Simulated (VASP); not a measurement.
# Pt (C2/c) in VASP: single point with r2SCAN

Aim: the single point of Pt with r2SCAN.

Program: VASP 6.6.1. These are calculated values, not measurements. Logs are shortened: lines on timing, memory, paths and dates and some standing lists are left out, and cuts for length are marked.

### Step 1. The cell of the first run

The structure is monoclinic, space group C2/c (No. 15). The conventional cell has a = 2.761 Å, b = 4.782 Å, c = 4.793 Å, α = 90.00°, β = 92.15°, γ = 90.00°. Within 3.6 Å of Pt (site symmetry 2) lie 12 Pt at 2.76 to 2.92 Å.

### Step 2. Single point, r2SCAN (strain +0.0375 x Voigt [0, 0, 0, 0, 1, 0])

POSCAR

```
Pt
1.0
    2.7606656158      0.0000000000      0.0517624803
   -1.3803328079      2.3908065546     -0.0258812401
    0.0898525125      0.0000000000      4.7921340000
Pt
2
Direct
    0.6666666667      0.3333333333      0.7500000000
    0.3333333333      0.6666666667      0.2500000000
```

INCAR.step1

```
SYSTEM = Pt
  PREC = Accurate
  ENCUT = 520
  ISMEAR = 0
  SIGMA = 0.15
  LREAL = .False.
  LASPH = .True.
  NELM = 80
  NBANDS = 17
  GGA = PE
  ALGO = Normal
  EDIFF = 1E-4
  LWAVE = .True.
  LCHARG = .False.
```

INCAR.step2

```
SYSTEM = Pt
  PREC = Accurate
  ENCUT = 520
  EDIFF = 1E-6
  ISMEAR = 0
  SIGMA = 0.15
  LREAL = .False.
  LASPH = .True.
  NELM = 80
  ALGO = Normal
  ISIF = 2
  LWAVE = .False.
  LCHARG = .False.
  METAGGA = R2SCAN
  LMIXTAU = .True.
  NBANDS = 17
  ISTART = 1
```

KPOINTS

```
regular mesh
0
Gamma
  18 18 10
  0 0 0
```

Potentials or basis: VASP PAW PBE potentials, release 64 (Pt).

On the command line:

```console
cat potpaw_PBE.64/Pt/POTCAR > POTCAR
cp INCAR.step1 INCAR
mpirun -np 1 vasp_std > vasp.out
cp INCAR.step2 INCAR
mpirun -np 1 vasp_std > vasp.out
```

OUTCAR:

```text
SYSTEM = Pt
   PREC = Accurate
   ENCUT = 520
   EDIFF = 1E-6
   ISMEAR = 0
   LREAL = .False.
   LASPH = .True.
   NELM = 80
   ISIF = 2
   METAGGA = R2SCAN
   ISTART = 1

 ion  position               nearest neighbor table
   1  0.667  0.333  0.750-   2 2.83   2 2.83   2 2.88   2 2.88   2 2.92   2 2.92
   2  0.333  0.667  0.250-   1 2.83   1 2.83   1 2.88   1 2.88   1 2.92   1 2.92

  LATTYP: Found a base centered monoclinic cell.
 ALAT       =     2.7611508464
 B/A-ratio  =     1.7317464257
 C/A-ratio  =     1.7358618054
 COS(beta)  =    -0.0374868210

  Lattice vectors:

 A1 = (  -1.3803328079,   2.3908065546,  -0.0258812401)
 A2 = (  -1.3803328079,  -2.3908065546,  -0.0258812402)
 A3 = (   0.0898525125,   0.0000000000,   4.7921340000)

Analysis of symmetry for initial positions (statically):
=====================================================================
 Subroutine PRICEL returns:
 Original cell was already a primitive cell.

 Routine SETGRP: Setting up the symmetry group for a
 base centered monoclinic supercell.

 Subroutine GETGRP returns: Found  4 space group operations
 (whereof  2 operations were pure point group operations)
 out of a pool of  4 trial point group operations.

The static configuration has the point symmetry S_2 .
 The point group associated with its full space group is C_2h.

Analysis of symmetry for dynamics (positions and initial velocities):
=====================================================================
 Subroutine PRICEL returns:
 Original cell was already a primitive cell.

 Routine SETGRP: Setting up the symmetry group for a
 base centered monoclinic supercell.

 Subroutine GETGRP returns: Found  4 space group operations
 (whereof  2 operations were pure point group operations)
 out of a pool of  4 trial point group operations.

The dynamic configuration has the point symmetry S_2 .
 The point group associated with its full space group is C_2h.

 Subroutine INISYM returns: Found  4 space group operations
 (whereof  2 operations are pure point group operations),
 and found     1 'primitive' translations

----------------------------------------------------------------------------------------

                                     Primitive cell

  volume of cell :      31.6180

  direct lattice vectors                    reciprocal lattice vectors
     2.760665616  0.000000000  0.051762480     0.362358875  0.209134444 -0.006794229
    -1.380332808  2.390806555 -0.025881240     0.000000000  0.418268888  0.000000000
     0.089852512  0.000000000  4.792134000    -0.003914038 -0.000000000  0.208748688

  length of vectors
     2.761150846  2.760786931  4.792976293     0.418434381  0.418268888  0.208785379

  position of ions in fractional coordinates (direct lattice)
     0.666666667  0.333333333  0.750000000
     0.333333333  0.666666667  0.250000000

  ion indices of the primitive-cell ions
   primitive index   ion index
                 1           1
                 2           2

----------------------------------------------------------------------------------------

 KPOINTS: regular mesh

Automatic generation of k-mesh.
 Grid dimensions read from file:
 generate k-points for:   18   18   10

 Generating k-lattice:

  Cartesian coordinates                     Fractional coordinates (reciprocal lattice)
     0.020131049  0.011618580 -0.000377457     0.055555556  0.000000000 -0.000000000
     0.000000000  0.023237160  0.000000000     0.000000000  0.055555556  0.000000000
    -0.000391404 -0.000000000  0.020874869     0.000000000 -0.000000000  0.100000000

  Length of vectors
     0.023246355  0.023237160  0.020878538

  Shift w.r.t. Gamma in fractional coordinates (k-lattice)
     0.000000000  0.000000000  0.000000000

 Subroutine IBZKPT returns following result:
 ===========================================

 Found    866 irreducible k-points:

 Following reciprocal coordinates:
            Coordinates               Weight
  0.000000  0.000000  0.000000      1.000000
  0.055556  0.000000  0.000000      4.000000
  0.111111  0.000000  0.000000      4.000000
  0.166667  0.000000  0.000000      4.000000
  0.222222  0.000000  0.000000      4.000000
  0.277778  0.000000  0.000000      4.000000
[... 16 lines left out ...]
 -0.333333  0.055556 -0.000000      4.000000
 -0.277778  0.055556  0.000000      4.000000
 [... further k-points ...]
   k-points           NKPTS =    866   k-points in BZ     NKDIM =    866   number of bands    NBANDS=     17
   number of dos      NEDOS =    301   number of ions     NIONS =      2
   total plane-waves  NPLWV =  20736
   dimension x,y,z NGX =    24 NGY =   24 NGZ =   36
   dimension x,y,z NGXF=    48 NGYF=   48 NGZF=   72
   ions per type =               2
   NGX,Y,Z   is equivalent  to a cutoff of  14.45, 14.45, 12.49 a.u.
   NGXF,Y,Z  is equivalent  to a cutoff of  28.90, 28.90, 24.97 a.u.
 SYSTEM =  Pt
   PREC   = accura    normal or accurate (medium, high low for compatibility)
   ISTART =      1    job   : 0-new  1-cont  2-samecut
   ICHARG =      0    charge: 1-file 2-atom 10-const
   ISPIN  =      1    spin polarized calculation?
   LNONCOLLINEAR =      F non collinear calculations
   LSORBIT =      F    spin-orbit coupling
   LASPH  =      T    aspherical Exc in radial PAW
   ENCUT  =  520.0 eV  38.22 Ry    6.18 a.u.   5.13  5.13  8.91*2*pi/ulx,y,z
   NELM   =     80;   NELMIN=  2; NELMDL=  0     # of ELM steps
   EDIFF  = 0.1E-05   stopping-criterion for ELM
   LREAL  =      F    real-space projection
   EDIFFG = 0.1E-04   stopping-criterion for IOM
   NSW    =      0    number of steps for IOM
   IBRION =     -1    ionic relax: 0-MD 1-quasi-New 2-CG
   NFREE  =      0    steps in history (QN), initial steepest desc. (CG)
   ISIF   =      2    stress and relaxation
   ISYM   =      2    0-nonsym 1-usesym 2-fastsym
   POTIM  = 0.5000    time-step for ionic-motion
   TEBEG  =    0.0;   TEEND  =   0.0 temperature during run
   PSTRESS=    0.0 pullay stress
   NELECT =      20.0000    total number of electrons
   NUPDOWN=      -1.0000    fix difference up-down
   EMIN   =  10.00;   EMAX   =-10.00  energy-range for DOS
   EFERMI =   0.00;   METHOD = LEGACY
   ISMEAR =     0;   SIGMA  =   0.15  broadening in eV -4-tet -1-fermi 0-gaus
   EFERMI_NEDOS =   21; number of points for ismear=-14 and -15
   IALGO  =     38    algorithm
   IMIX   =      4    mixing-type and parameters
     AMIX     =   0.40;   BMIX     =  1.00
     AMIX_MAG =   1.60;   BMIX_MAG =  1.00
  volume/ion in A,a.u.               =      15.81       106.68
  Fermi-wavevector in a.u.,A,eV,Ry     =   1.405314  2.655658 26.870242  1.974907
  Thomas-Fermi vector in A             =   2.527787
   LORBIT       =      0    0 simple, 1 ext, 2 COOP (PROOUT), +10 PAW based schemes
   METAGGA = R2SCAN    functional components
   LHFCALC =     F    Hartree Fock is set to
   AEXX    =    0.0000 exact exchange contribution
   IVDW    =     0    specifies the selected vdW correction
   LEPSILON=     F    determine dielectric tensor
   LRPA    =     F    only Hartree local field effects (RPA)
 non-spin polarized calculation
 Gauss-broadening in eV      SIGMA  =   0.15
  energy-cutoff  :      520.00
  volume of cell :       31.62
 maximum number of plane-waves:       865
 NGX is ok and might be reduce to    24
   NGX = 11   NGY = 11   NGZ = 17

 number of electron      20.0000003 magnetization

 Free energy of the ion-electron system (eV)
  ---------------------------------------------------
  ext. energy  EPLUGINS =         0.00000000
  ---------------------------------------------------
  free energy    TOTEN  =      -102.88256654 eV

  energy without entropy =     -102.84647213  energy(sigma->0) =     -102.86451933

 E-fermi :  10.1053     XC(G=0): -14.2905

 val. band max:       10.1045698071   @ k =  -0.3889   0.1667   0.4000
 cond. band min:      10.1073963297   @ k =   0.2222   0.1667   0.5000
 fundamental gap:      0.0028265226
 Fermi energy:        10.1053241030

 k-point     1 :       0.0000    0.0000    0.0000
  band No.  band energies     occupation
      1       0.1776      2.00000
      2       2.8419      2.00000
      3       6.0482      2.00000
      4       6.5783      2.00000
      5       6.5784      2.00000
      6       6.9428      2.00000
[... 9 lines left out ...]
     16      28.3103      0.00000
     17      32.1681      0.00000

 k-point     2 :       0.0556    0.0000    0.0000
  band No.  band energies     occupation
      1       0.2948      2.00000
      2       2.9499      2.00000
      3       6.0405      2.00000
      4       6.5694      2.00000
      5       6.6673      2.00000
      6       6.8865      2.00000
[... 9 lines left out ...]
     16      28.4574      0.00000
     17      31.4097      0.00000

 k-point     3 :       0.1111    0.0000    0.0000
  band No.  band energies     occupation
      1       0.6378      2.00000
      2       3.2546      2.00000
      3       5.9589      2.00000
      4       6.5829      2.00000
      5       6.7779      2.00000
      6       6.9294      2.00000
[... 9 lines left out ...]
     16      28.6076      0.00000
     17      30.3036      0.00000

 k-point     4 :       0.1667    0.0000    0.0000
  band No.  band energies     occupation
      1       1.1771      2.00000
      2       3.6804      2.00000
      3       5.8057      2.00000
      4       6.4233      2.00000
      5       6.7131      2.00000
      6       6.9894      2.00000
[... 9 lines left out ...]
     16      28.6709      0.00000
     17      28.9181      0.00000
[... 343 lines left out ...]
      1       3.3843      2.00000
      2       3.9149      2.00000
      3       4.7250      2.00000
      4       6.2935      2.00000
      5       6.7530      2.00000
      6       6.8401      2.00000
[... 9 lines left out ...]
     16      25.0479      0.00000
     17      25.7123      0.00000

 k-point    23 :      -0.3333    0.0556   -0.0000
  band No.  band energies     occupation
      1       2.9470      2.00000
      2       4.1095      2.00000
      3       5.1303      2.00000
      4       6.0126      2.00000
      5       6.3885      2.00000
      6       6.9283      2.00000
[... 9 lines left out ...]
     16      26.2917      0.00000
     17      27.6255      0.00000

 k-point    24 :      -0.2778    0.0556    0.0000
  band No.  band energies     occupation
      1       2.2903      2.00000
      2       4.1944      2.00000
      3       5.6451      2.00000
      4       5.7954      2.00000
      5       6.1780      2.00000
      6       7.1293      2.00000
[... 9 lines left out ...]
     16      27.2666      0.00000
     17      29.2003      0.00000

 [... further k-points ...]

------------------------ aborting loop because EDIFF is reached ----------------------------------------

  FORCE on cell =-STRESS in cart. coord.  units (eV):
  Direction    XX          YY          ZZ          XY          YZ          ZX
  --------------------------------------------------------------------------------------
  -------------------------------------------------------------------------------------
  Total       -1.2204417     -1.2453713     -0.9194619      0.0000000     -0.0000000     -0.0592879
  in kB      -61.8433660    -63.1066228    -46.5918388      0.0000000     -0.0000000     -3.0042896
  external PRESSURE =     -57.1806092 kB  Pullay stress =       0.0000000 kB

 VOLUME and BASIS-vectors are now :
 -----------------------------------------------------------------------------
  energy-cutoff  :      520.00
  volume of cell :       31.62
      direct lattice vectors                 reciprocal lattice vectors
     2.760665616  0.000000000  0.051762480     0.362358875  0.209134444 -0.006794229
    -1.380332808  2.390806555 -0.025881240     0.000000000  0.418268888  0.000000000
     0.089852512  0.000000000  4.792134000    -0.003914038 -0.000000000  0.208748688

 POSITION                                       TOTAL-FORCE (eV/Angst)
 -----------------------------------------------------------------------------------
      1.44772      0.79694      3.61998         0.000000     -0.004809     -0.000000
      0.02246      1.59387      1.19803        -0.000000      0.004809      0.000000
 -----------------------------------------------------------------------------------
    total drift:                               -0.000000      0.000000     -0.000000

  FREE ENERGIE OF THE ION-ELECTRON SYSTEM (eV)
  ---------------------------------------------------
  free  energy   TOTEN  =      -102.8825665418 eV

  energy  without entropy=     -102.8464721280  energy(sigma->0) =     -102.86451933
```

It took 28 min on 1 thread of AMD EPYC 7R13 (Zen 3), shared host; peak memory 0.45 GiB.

What came out:

- Free energy: -102.8826 eV
- Pressure: -5.7 GPa
- Largest force: 0.005 eV/Å
- Band gap on the k mesh: zero (bands 10 and 11 overlap by 1.30 eV)

Forces on the atoms (eV/Å):
```
Pt   0.000 -0.005  0.000
Pt   0.000  0.005  0.000
```

Stress tensor (GPa, compression positive):
```
-6.18  0.00 -0.30
 0.00 -6.31  0.00
-0.30  0.00 -4.66
```

Caveat: the cell differs from its parent crystal (strain +0.0375 x Voigt [0, 0, 0, 0, 1, 0]); the cell stands under tension; the PAW data sets were made with another functional, which shifts forces and pressure a little; spin-orbit coupling is left out, which moves the levels of the heavy elements.
